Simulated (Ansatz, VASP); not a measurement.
# Two plane-wave programs on Sn

INCAR

```
  PREC = Accurate
  ENCUT = 520
  EDIFF = 1E-8
  ISMEAR = -1
  SIGMA = 0.05
  LREAL = F
  LASPH = T
  NELM = 60
  ALGO = Normal
  ISIF = 2
  LWAVE = F
  LCHARG = F
  GGA = PE
  LEFG = T
  NBANDS = 21
```

KPOINTS

```
regular mesh
0
Gamma
  9 9 9
```

Contents of POSCAR:

```
Sn
1.0
    0.0000000000      3.2604978867      3.2604978867
    3.2604978867      0.0000000000      3.2604978867
    3.2604978867      3.2604978867      0.0000000000
Sn
2
Direct
    0.0000000000      0.0000000000      0.0000000000
    0.2500000000      0.2500000000      0.2500000000
```

Input for Ansatz:

```yaml
crystal:
  lattice:
    - [0.0, 3.2604978867, 3.2604978867]
    - [3.2604978867, 0.0, 3.2604978867]
    - [3.2604978867, 3.2604978867, 0.0]
  atoms:
    - { symbol: Sn, position: [0.0, 0.0, 0.0] }
    - { symbol: Sn, position: [0.25, 0.25, 0.25] }
kpoints:
  mp_grid: { grid: [9, 9, 9] }
scf:
  occupations: { method: fermi_dirac, width: 0.05 }
hamiltonian:
  xc: pbe
  pseudopotentials: { kind: paw }
output:
  forces: true
  stress: true
  eigenvalues: true
  efg: { contact_densities: true }
  write_density: true
  write_potential: true
  elf: true
  volumetric_format: npy
```

Change from the starting cell: volume scaled by 0.9405, PAW files.

Alike in both runs: task electric field gradients; functional PBE; k mesh 9 × 9 × 9; occupations fermi-dirac, width 0.05 eV; no spin polarisation.

```csv
,VASP,Ansatz
version,VASP 6.6.1,Ansatz 0.2.0
potentials or method,"VASP PAW PBE potentials, release 64 (Sn_d)","PAW with Ansatz's default frozen-core files, scalar-relativistic"
plane-wave cutoff (eV),520,420
valence electrons in the cell,28,28
```

|  | VASP | Ansatz | Ansatz less VASP |
| --- | --- | --- | --- |
| pressure (GPa) | 2.5 | 2.5 | +0.06 |
